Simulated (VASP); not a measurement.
Set up this calculation in VASP 6.6.1, as the native input.

- Task: single point
- Functional: PBE
- Potentials or basis: VASP PAW PBE potentials, release 64 (As)
- Cutoff: 520 eV
- k mesh: 18 × 18 × 18
- Occupations: gaussian, width 0.15 eV
- Spin: no spin polarisation
- Dipole correction: no
- Further INCAR settings: ALGO = Normal; EDIFF = 1e-06; NBANDS = 8

The structure of As lies in POSCAR:

```
As
1.0
    2.9402538970      0.0000000000      0.0000000000
    0.0000000000      2.9402538970      0.0000000000
    0.0000000000      0.0000000000      2.7036817444
As
1
Direct
    0.5000000000      0.5000000000      0.5000000000
```

This cell differs from its parent crystal: strain +0.0875 x Voigt [1, 1, 0, 0, 0, 0].

One way to write it, as run:

INCAR

```
SYSTEM = As
  ALGO = Normal
  EDIFF = 1E-6
  ENCUT = 520
  GGA = PE
  ISIF = 2
  ISMEAR = 0
  LASPH = .True.
  LCHARG = .False.
  LREAL = .False.
  LWAVE = .False.
  NBANDS = 8
  NELM = 100
  PREC = Accurate
  SIGMA = 0.15
```

KPOINTS

```
k-points
0
Gamma
  18 18 18
  0 0 0
```

Potentials or basis: VASP PAW PBE potentials, release 64 (As).

Command:

```console
$ cat potpaw_PBE.64/As/POTCAR > POTCAR
$ mpirun -np 1 vasp_std > vasp.out
```

Results of the run:

* Pressure: -7.1 GPa

Caveat: the cell differs from its parent crystal (strain +0.0875 x Voigt [1, 1, 0, 0, 0, 0]).

It took 37 s on 1 thread of Intel(R) Xeon(R) Platinum 8488C (Sapphire Rapids), on a shared host, peak memory 0.21 GiB.
